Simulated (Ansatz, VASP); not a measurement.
SnSe2: VASP beside Ansatz

INCAR

```
  PREC = Accurate
  ENCUT = 520
  EDIFF = 1E-7
  ISMEAR = 0
  SIGMA = 0.01
  LREAL = False
  LASPH = True
  NELM = 80
  ALGO = Normal
  ISIF = 2
  LWAVE = False
  LCHARG = False
  GGA = PE
  NBANDS = 20
```

Contents of KPOINTS:

```
regular mesh
0
Gamma
  12 12 4
```

The input POSCAR:

```
SnSe2
1.0
    3.8251493256      0.0000000000      0.0000000000
   -1.9125746628      3.3126764893      0.0000000000
    0.0000000000      0.0000000000      6.2270790514
Sn Se
1 2
Direct
    0.0000000000      0.0000000000      0.0000000000
    0.3333333333      0.6666666667      0.2530782242
    0.6666666667      0.3333333333      0.7469217758
```

Input for Ansatz:

```yaml
crystal:
  lattice:
    - [3.8251493256, 0.0, 0.0]
    - [-1.9125746628, 3.3126764893, 0.0]
    - [0.0, 0.0, 6.2270790514]
  atoms:
    - { symbol: Sn, position: [0.0, 0.0, 0.0] }
    - { symbol: Se, position: [0.3333333333, 0.6666666667, 0.2530782242] }
    - { symbol: Se, position: [0.6666666667, 0.3333333333, 0.7469217758] }
kpoints:
  mp_grid: { grid: [12, 12, 4] }
  band_path:
    path:
      - [0.0, 0.0, 0.0]
      - [0.5, 0.0, 0.0]
      - [0.3333333333, 0.3333333333, 0.0]
      - [0.0, 0.0, 0.5]
      - [0.5, 0.0, 0.5]
      - [0.3333333333, 0.3333333333, 0.5]
      - [-0.088542, 0.171875, 0.0]
      - [0.0, 0.458333, 0.34375]
    npoints: 1
hamiltonian:
  xc: pbe
scf:
  occupations: { method: fixed }
  n_extra_bands: 4
output:
  forces: true
  stress: true
  eigenvalues: true
```

Alike in both runs: task single point; functional PBE; k mesh 12 × 12 × 4; no spin polarisation.

```csv
,VASP,Ansatz
version,VASP 6.6.1,Ansatz 0.2.0
potentials or method,"VASP PAW PBE potentials, release 64 (Sn_d, Se)","plane waves, PAW"
plane-wave cutoff (eV),520,420
occupations,"gaussian, width 0.01 eV",fixed
valence electrons in the cell,26,46
```

```csv
,VASP,Ansatz,Ansatz less VASP
gap on the k mesh at the Fermi level (eV),0.74,0.74,+0.003
pressure (GPa),3.0,2.9,-0.07
"traceless stress, the component that is largest in VASP (GPa)",0.12,0.11,-0.008
rms of the force components (eV/Å),0.130,0.123,-0.0068
```

Atom by atom the forces differ by 0.007 eV/Å (rms over components). VASP's potentials hold 26 valence electrons a cell and Ansatz's 46, so a difference there can come from the potentials and not from the codes.
